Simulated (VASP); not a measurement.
The system is HPbNO4.

```xyz
14
Lattice="6.8588 0.0000 0.0000 0.0000 4.2287 0.0000 -3.3910 0.0000 7.2746" Properties=species:S:1:pos:R:3 pbc="T T T"
H    -0.1737    3.1715    3.6904
H     3.6414    1.0572    3.5842
Pb    1.1071    1.0572    2.0728
Pb    2.3607    3.1715    5.2018
N    -1.3602    3.1715    6.0792
N     4.8280    1.0572    1.1954
O     0.7313    3.1715    3.2982
O    -0.1410    3.1715    6.3217
O    -2.2099    3.1715    7.0227
O    -1.7846    3.1715    4.8707
O     2.7365    1.0572    3.9764
O     3.6087    1.0572    0.9529
O     5.6777    1.0572    0.2519
O     5.2524    1.0572    2.4039
```

Base run:

```yaml
Program: VASP 6.6.1
Functional: PBEsol
Potentials_or_basis: VASP PAW PBE potentials, release 64 (H, Pb_d, N, O)
Cutoff: 520 eV
k_mesh: 5 × 6 × 4
Occupations: fermi-dirac, width 0.05 eV
Spin: no spin polarisation
```

Its results: band gap on the k mesh 3.05 eV (least direct gap 3.23 eV); pressure -2.0 GPa; largest force 0.406 eV/Å.

Q: The run is repeated on the same cell with these changes: functional from PBEsol to PBE; k mesh from 5 × 6 × 4 to 3 × 5 × 3. What comes out?

A: Band gap on the k mesh 3.13 eV (least direct gap 3.28 eV); pressure 0.6 GPa; largest force 0.464 eV/Å.

Several settings changed at once.

Caveats: the standard files for N, O and F lose accuracy on very short bonds; spin-orbit coupling is left out, which moves the levels of the heavy elements; an odd mesh through Γ misses points on the zone boundary, where band edges can lie; the PAW data sets were made with another functional, which shifts forces and pressure a little (at least some runs).
